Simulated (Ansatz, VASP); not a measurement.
**Fe: VASP beside Ansatz**

```
Fe
1.0
    -1.40149    1.40149    1.40149
     1.40149   -1.40149    1.40149
     1.40149    1.40149   -1.40149
Fe
1
Direct
  0.00000 0.00000 0.00000
```

Alike in both runs: task single point; functional PBE; k mesh 20 × 20 × 20; occupations gaussian, width 0.1 eV; collinear spin.

```csv
,VASP,Ansatz
version,VASP 6.6.1,Ansatz 0.2.0
potentials or method,"VASP PAW PBE potentials, release 64 (Fe), cutoff 520 eV","scalar-relativistic, plane waves, PAW"
valence electrons in the cell,8,16
```

|  | VASP | Ansatz | Ansatz less VASP |
| --- | --- | --- | --- |
| gap on the k mesh at the Fermi level (eV) | none | none | - |
| pressure (GPa) | 5.5 | 6.0 | +0.47 |
| net moment per atom (μB) | 2.12 | 2.10 | -0.017 |
| size of the moment on the site where the two differ most (μB) | 2.11 | 2.14 | +0.031 |

Site moments also hang on the region over which each program counts them. A gap of «none» marks a metal or a gap that the smearing closes. VASP's potentials hold 8 valence electrons a cell and Ansatz's 16, so a difference there can come from the potentials and not from the codes.
